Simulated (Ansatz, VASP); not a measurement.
# One calculation of GdO, two programs

Contents of POSCAR:

```
GdO
1.0
    2.9540140006      0.0000000000      0.0000000000
    0.0000000000      2.9540140006      0.0000000000
    0.0000000000      0.0000000000      2.9540140006
Gd O
1 1
Direct
    0.0000000000      0.0000000000      0.0000000000
    0.5000000000      0.5000000000      0.5000000000
```

Contents of INCAR.step1:

```
SYSTEM = GdO
PREC = Accurate
ENCUT = 520
ISMEAR = 0
SIGMA = 0.05
LREAL = .FALSE.
LASPH = .TRUE.
NELM = 150
ISPIN = 2
MAGMOM = 7.84 0
LMAXMIX = 6
NBANDS = 23
GGA = PE
ALGO = Normal
EDIFF = 1E-4
LWAVE = .TRUE.
LCHARG = .FALSE.
```

Contents of INCAR.step2:

```
SYSTEM = GdO
PREC = Accurate
ENCUT = 520
EDIFF = 1E-7
ISMEAR = 0
SIGMA = 0.05
LREAL = .FALSE.
LASPH = .TRUE.
NELM = 150
ALGO = Normal
ISIF = 2
LWAVE = .FALSE.
LCHARG = .FALSE.
ISPIN = 2
MAGMOM = 7.84 0
LORBIT = 11
LMAXMIX = 6
METAGGA = R2SCAN
LMIXTAU = .TRUE.
NBANDS = 23
ISTART = 1
```

The input KPOINTS:

```
regular mesh
0
G
  12 12 12
  0 0 0
```

Input for Ansatz:

```yaml
crystal:
  lattice:
    - [2.9540140006, 0.0, 0.0]
    - [0.0, 2.9540140006, 0.0]
    - [0.0, 0.0, 2.9540140006]
  atoms:
    - { symbol: Gd, position: [0.0, 0.0, 0.0], spin: 7.84 }
    - { symbol: O, position: [0.5, 0.5, 0.5] }
basis:
  ecutwfc: 500
  ecutrho_ratio: 4
kpoints:
  mp_grid: { grid: [12, 12, 12] }
hamiltonian:
  xc: r2scan
scf:
  occupations: { method: gaussian, width: 0.05 }
output:
  forces: true
  stress: true
  eigenvalues: true
  populations: true
magnetization:
  spin_polarized: true
```

Alike in both runs: task single point; functional r2SCAN; k mesh 12 × 12 × 12; occupations gaussian, width 0.05 eV; collinear spin.

|  | VASP | Ansatz |
| --- | --- | --- |
| version | VASP 6.6.1 | Ansatz 0.2.0 |
| potentials or method | VASP PAW PBE potentials, release 64 (Gd, O), cutoff 520 eV | scalar-relativistic, plane waves, PAW |
| valence electrons in the cell | 24 | 24 |

VASP gave:

* gap on the k mesh at the Fermi level (eV): none
* pressure (GPa): 6.7
* net moment per atom (μB): 3.71
* size of the moment on the site where the two differ most (μB): 7.00

**Question.** Which values does Ansatz return?

**Answer.** gap on the k mesh at the Fermi level (eV): none; pressure (GPa): 6.7; net moment per atom (μB): 3.72; size of the moment on the site where the two differ most (μB): 7.12.

VASP's potentials were made for PBE, not for r2SCAN. Site moments also hang on the region over which each program counts them. A gap of «none» marks a metal or a gap that the smearing closes. Ansatz's warnings: given moment on shells, stability check not made.

Spin-orbit coupling is off throughout.
